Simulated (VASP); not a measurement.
## Re: single point with LDA

Crystal: Re.

```
Re
1.0
     2.70040    0.00000    0.00000
    -1.35020    2.33862    0.00000
     0.00000    0.00000    4.34251
Re
2
Direct
  0.33333 0.66667 0.25000
  0.66667 0.33333 0.75000
```

```json
{
 "Program": "VASP 6.6.1",
 "Task": "single point",
 "Functional": "LDA",
 "Potentials or basis": "VASP PAW LDA potentials, release 64 (Re)",
 "Cutoff": "520 eV",
 "k mesh": "9 × 9 × 5",
 "Occupations": "fermi-dirac, width 0.1 eV",
 "Spin": "no spin polarisation"
}
```

```json
{
 "Pressure": "22.3 GPa",
 "Band gap on the k mesh": "zero (band 7 reaches 10.13 eV, above the bottom of band 8 at 7.02 eV)"
}
```

Stress tensor (GPa, compression positive):
```
22.35  0.00  0.00
 0.00 22.35  0.00
 0.00  0.00 22.17
```

Levels at points of the mesh, in eV from the Fermi level:
| k point | band 5 | band 6 | band 7 | band 8 | band 9 | band 10 |
| --- | --- | --- | --- | --- | --- | --- |
| (0.00, 0.00, 0.00) | -1.74 | -0.86 | -0.86 | 0.12 | 0.12 | 0.98 |

Run time: 14 s on 1 thread of Intel(R) Xeon(R) Platinum 8488C (Sapphire Rapids) (shared host), peak memory 0.13 GiB.

Caveat: spin-orbit coupling is left out, which moves the levels of the heavy elements.
